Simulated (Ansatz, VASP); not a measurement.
**Ir: VASP beside Ansatz**

```xyz
8
Lattice="4.8774 0.0000 0.0000 0.0000 4.8774 0.0000 0.0000 0.0000 4.8774" Properties=species:S:1:pos:R:3 pbc="T T T"
Ir    2.4387    2.4387    2.4387
Ir    0.0000    0.0000    0.0000
Ir    1.2193    0.0000    2.4387
Ir    2.4387    1.2193    0.0000
Ir    2.4387    3.6580    0.0000
Ir    3.6580    0.0000    2.4387
Ir    0.0000    2.4387    3.6580
Ir    0.0000    2.4387    1.2193
```

Alike in both runs: task relaxation of cell and atoms; functional PBEsol; k mesh 8 × 8 × 8; occupations gaussian, width 0.1 eV; no spin polarisation.

|  | VASP | Ansatz |
| --- | --- | --- |
| version | VASP 6.6.1 | Ansatz 0.2.0 |
| potentials or method | VASP PAW PBE potentials, release 64 (Ir), cutoff 600 eV | scalar-relativistic, plane waves, PAW |
| valence electrons in the cell | 72 | 136 |

```csv
,VASP,Ansatz,Ansatz less VASP
"gap on the k mesh at the Fermi level, each at its own relaxed structure (eV)",none,none,-
relaxed volume (Å³/atom),14.66,14.62,-0.043
relaxed cell length with the largest relative difference (Å),4.895,4.890,-0.0047
```

VASP's potentials were made for PBE, not for PBEsol. A gap of «none» marks a metal or a gap that the smearing closes. VASP's potentials hold 72 valence electrons a cell and Ansatz's 136, so a difference there can come from the potentials and not from the codes.

Spin-orbit coupling is off throughout.
